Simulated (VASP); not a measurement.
Set up this calculation in VASP 6.6.1, as the native input.

```yaml
Task: single point
Functional: PBEsol
Potentials_or_basis: VASP PAW PBE potentials, release 64 (In_d, Se)
Cutoff: 520 eV
k_mesh: 6 × 7 × 3
Occupations: gaussian, width 0.05 eV
Spin: no spin polarisation
Dipole_correction: no
Further_INCAR_settings: ALGO = Fast; EDIFF = 1e-06; NBANDS = 48
```

The structure of InSe lies in POSCAR:

```
InSe
1.0
    1.6051187225      0.0000000000     -4.2720903381
    0.0000000000      4.1105485099      0.0000000000
   10.6262698072      0.0000000000      2.9798734569
In Se
4 4
Direct
    0.7410079335      0.0000000000      0.3858026583
    0.0910079335      0.5000000000      0.8858026583
   -0.0410079335      0.0000000000      0.6141973417
    0.6089920665      0.5000000000      0.1141973417
   -0.0291819165      0.0000000000      0.1547212196
    0.3208180835      0.5000000000      0.6547212196
    0.7291819165      0.0000000000      0.8452787804
    0.3791819165      0.5000000000      0.3452787804
```

This cell differs from its parent crystal: the part above a cut slid along it.

These files were run (other wordings do the same):

INCAR

```
  PREC = Accurate
  ENCUT = 520
  EDIFF = 1E-6
  ISMEAR = 0
  SIGMA = 0.05
  LREAL = F
  LASPH = T
  NELM = 100
  ALGO = Fast
  ISIF = 2
  LWAVE = F
  LCHARG = F
  GGA = PS
  NBANDS = 48
```

KPOINTS

```
Automatic mesh
0
Gamma
  6 7 3
```

Potentials or basis: VASP PAW PBE potentials, release 64 (In_d, Se).

Command:

```bash
$ cat potpaw_PBE.64/In_d/POTCAR potpaw_PBE.64/Se/POTCAR > POTCAR
$ mpirun -np 1 vasp_std > vasp.out
```

Results of the run:

* Pressure: 0.5 GPa
* Largest force: 0.896 eV/Å
* Band gap on the k mesh: zero (bands 38 and 39 overlap by 0.07 eV)

Caveat: the cell differs from its parent crystal (the part above a cut slid along it); the PAW data sets were made with another functional, which shifts forces and pressure a little; spin-orbit coupling is left out, which moves the levels of the heavy elements.

It took 13 min on 1 thread of Oxide Virtual Turin-like Processor (shared host), peak memory 0.44 GiB.
